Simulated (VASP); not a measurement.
Here is a VASP 6.6.1 calculation.

The input INCAR:

```
PREC = Accurate ; ENCUT = 520
EDIFF = 1E-6 ; ISMEAR = 0
SIGMA = 0.03 ; LREAL = False
LASPH = True ; NELM = 120
ALGO = Normal ; ISIF = 2
LWAVE = False ; LCHARG = False
LDIPOL = True ; IDIPOL = 3
DIPOL = 0.5 0.5 0.282 ; GGA = PS
NBANDS = 26 ; GGA_COMPAT = False
NELMDL = -8
```

The input KPOINTS:

```
Automatic mesh
0
Gamma
  12 12 1
```

POSCAR

```
Hf2CO2
1.0
    3.2423844827      0.0000000000      0.0000000000
   -1.6211922413      2.8079873308      0.0000000000
    0.0000000000      0.0000000000     32.9599999985
O Hf C
2 2 1
Direct
    0.6666666667      0.3333333333      0.2121902235
    0.3333333333      0.6666666667      0.3515233688
    0.3333333333      0.6666666667      0.2403535479
    0.6666666667      0.3333333333      0.3233600444
    0.0000000000      0.0000000000      0.2818567961
```

Potentials or basis: VASP PAW PBE potentials, release 64 (O, Hf_pv, C).

Run with:

```console
$ cat potpaw_PBE.64/O/POTCAR potpaw_PBE.64/Hf_pv/POTCAR potpaw_PBE.64/C/POTCAR > POTCAR
$ mpirun -np 1 vasp_std > vasp.out
```

Q: What does it give for the largest force?

A: 0.172 eV/Å.

Q: Predict the band gap on the k mesh.

A: 0.96 eV (least direct gap 2.10 eV).

Forces in eV/Å, atoms in the order of the input:
```
O    0.000  0.000  0.172
O    0.000  0.000 -0.172
Hf   0.000  0.000 -0.095
Hf   0.000  0.000  0.095
C    0.000  0.000  0.000
```

Caveat: the PAW data sets were made with another functional, which shifts forces and pressure a little; spin-orbit coupling is left out, which moves the levels of the heavy elements.
